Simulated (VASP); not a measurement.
Here is a VASP 6.6.1 calculation.

Contents of INCAR:

```
PREC = Accurate
ENCUT = 520
EDIFF = 1E-6
ISMEAR = -1
SIGMA = 0.1
LREAL = F
LASPH = T
NELM = 80
ALGO = Normal
ISIF = 2
LWAVE = F
LCHARG = F
GGA = RP
NBANDS = 12
```

The input KPOINTS:

```
Automatic mesh
0
Gamma
  21 21 21
```

Contents of POSCAR:

```
Ag
1.0
    0.0000000000      2.1339157912      2.1339157912
    2.1339157912      0.0000000000      2.1339157912
    2.1339157912      2.1339157912      0.0000000000
Ag
1
Direct
    0.0000000000      0.0000000000      0.0000000000
```

Potentials or basis: VASP PAW PBE potentials, release 64 (Ag).

Run with:

```bash
$ cat potpaw_PBE.64/Ag/POTCAR > POTCAR
$ mpirun -np 1 vasp_std > vasp.out
```

**Question.** Predict the pressure.

**Answer.** -2.6 GPa.

Caveat: the PAW data sets were made with another functional, which shifts forces and pressure a little.
